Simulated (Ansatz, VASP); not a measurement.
CO2: VASP beside Ansatz

The input INCAR:

```
  PREC = Accurate
  ENCUT = 520
  EDIFF = 1E-7
  ISMEAR = 0
  SIGMA = 0.05
  LREAL = False
  LASPH = True
  NELM = 60
  ALGO = Normal
  ISIF = 2
  LWAVE = False
  LCHARG = True
  GGA = PE
  LELF = True
  LVHAR = True
  NBANDS = 44
```

KPOINTS

```
regular mesh
0
Gamma
  4 4 4
```

Contents of POSCAR:

```
CO2
1.0
    5.7639086738      0.0000000000      0.0000000000
    0.0000000000      5.7639086738      0.0000000000
    0.0000000000      0.0000000000      6.0486457623
C O
4 8
Direct
    0.0000000000      0.0000000000      0.0000000000
    0.5000000000      0.0000000000      0.5000000000
    0.5000000000      0.5000000000      0.0000000000
    0.0000000000      0.5000000000      0.5000000000
    0.1114834447      0.1114834447      0.1114834447
    0.3885165553      0.8885165553      0.6114834447
    0.6114834447      0.3885165553      0.8885165553
    0.8885165553      0.6114834447      0.3885165553
    0.8885165553      0.8885165553      0.8885165553
    0.6114834447      0.1114834447      0.3885165553
    0.3885165553      0.6114834447      0.1114834447
    0.1114834447      0.3885165553      0.6114834447
```

Input for Ansatz:

```yaml
crystal:
  lattice:
    - [5.7639086738, 0.0, 0.0]
    - [0.0, 5.7639086738, 0.0]
    - [0.0, 0.0, 6.0486457623]
  atoms:
    - { symbol: C, position: [0.0, 0.0, 0.0] }
    - { symbol: C, position: [0.5, 0.0, 0.5] }
    - { symbol: C, position: [0.5, 0.5, 0.0] }
    - { symbol: C, position: [0.0, 0.5, 0.5] }
    - { symbol: O, position: [0.1114834447, 0.1114834447, 0.1114834447] }
    - { symbol: O, position: [0.3885165553, 0.8885165553, 0.6114834447] }
    - { symbol: O, position: [0.6114834447, 0.3885165553, 0.8885165553] }
    - { symbol: O, position: [0.8885165553, 0.6114834447, 0.3885165553] }
    - { symbol: O, position: [0.8885165553, 0.8885165553, 0.8885165553] }
    - { symbol: O, position: [0.6114834447, 0.1114834447, 0.3885165553] }
    - { symbol: O, position: [0.3885165553, 0.6114834447, 0.1114834447] }
    - { symbol: O, position: [0.1114834447, 0.3885165553, 0.6114834447] }
basis:
  ecutwfc: 520.0
kpoints:
  mp_grid: { grid: [4, 4, 4] }
hamiltonian:
  xc: pbe
scf:
  occupations: { method: gaussian, width: 0.05 }
output:
  forces: true
  stress: true
  eigenvalues: true
```

Alike in both runs: task single point; functional PBE; k mesh 4 × 4 × 4; occupations gaussian, width 0.05 eV; no spin polarisation.

|  | VASP | Ansatz |
| --- | --- | --- |
| version | VASP 6.6.1 | Ansatz 0.2.0 |
| potentials or method | VASP PAW PBE potentials, release 64 (C, O), cutoff 520 eV | scalar-relativistic, plane waves, PAW |
| valence electrons in the cell | 64 | 64 |

|  | VASP | Ansatz | Ansatz less VASP |
| --- | --- | --- | --- |
| gap on the k mesh at the Fermi level (eV) | 6.92 | 6.93 | +0.012 |
| least direct gap on the mesh (eV) | 6.92 | 6.93 | +0.012 |
| pressure (GPa) | 12.6 | 10.8 | -1.75 |
| traceless stress, the component that is largest in VASP (GPa) | 0.66 | 0.53 | -0.125 |
| rms of the force components (eV/Å) | 2.473 | 2.074 | -0.3990 |

Atom by atom the forces differ by 0.399 eV/Å (rms over components). The functional is the same, so the differences come from potentials, cutoffs and numerics.

Noted on VASP's run: the standard files for N, O and F lose accuracy on very short bonds.
